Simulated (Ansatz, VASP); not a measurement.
Two plane-wave programs on BaS

File INCAR:

```
  PREC = Accurate
  ENCUT = 520
  EDIFF = 1E-6
  ISMEAR = 0
  SIGMA = 0.05
  LREAL = False
  LASPH = True
  NELM = 100
  ALGO = Normal
  ISIF = 2
  LWAVE = False
  LCHARG = True
  GGA = PS
  LELF = True
  LVHAR = True
  NBANDS = 15
```

KPOINTS

```
regular mesh
0
Gamma
  8 8 8
```

Contents of POSCAR:

```
BaS
1.0
    0.0000000000      3.4684755003      3.4684755003
    3.4684755003      0.0000000000      3.4684755003
    3.4684755003      3.4684755003      0.0000000000
Ba S
1 1
Direct
    0.0000000000      0.0000000000      0.0000000000
    0.2500000000      0.2500000000      0.2500000000
```

Input for Ansatz:

```yaml
crystal:
  lattice:
    - [0.0, 3.4684755003, 3.4684755003]
    - [3.4684755003, 0.0, 3.4684755003]
    - [3.4684755003, 3.4684755003, 0.0]
  atoms:
    - { symbol: Ba, position: [0.0, 0.0, 0.0] }
    - { symbol: S, position: [0.25, 0.25, 0.25] }
basis:
  ecutwfc: 420
  ecutrho_ratio: 4
kpoints:
  mp_grid: { grid: [8, 8, 8] }
hamiltonian:
  xc: pbesol
scf:
  occupations: { method: gaussian, width: 0.05 }
output:
  forces: true
  stress: true
  eigenvalues: true
```

Alike in both runs: task single point; functional PBEsol; k mesh 8 × 8 × 8; occupations gaussian, width 0.05 eV; no spin polarisation.

|  | VASP | Ansatz |
| --- | --- | --- |
| version | VASP 6.6.1 | Ansatz 0.2.0 |
| potentials or method | VASP PAW PBE potentials, release 64 (Ba_sv, S), cutoff 520 eV | scalar-relativistic, plane waves, PAW |
| valence electrons in the cell | 16 | 16 |

Ansatz gave:

- gap on the k mesh at the Fermi level (eV): 2.67
- least direct gap on the mesh (eV): 3.36
- pressure (GPa): 0.0

Task: Estimate VASP's values.

Result: gap on the k mesh at the Fermi level (eV): 2.69; least direct gap on the mesh (eV): 3.32; pressure (GPa): 0.5.

VASP's potentials were made for PBE, not for PBEsol.

Neither program's run includes spin-orbit coupling.
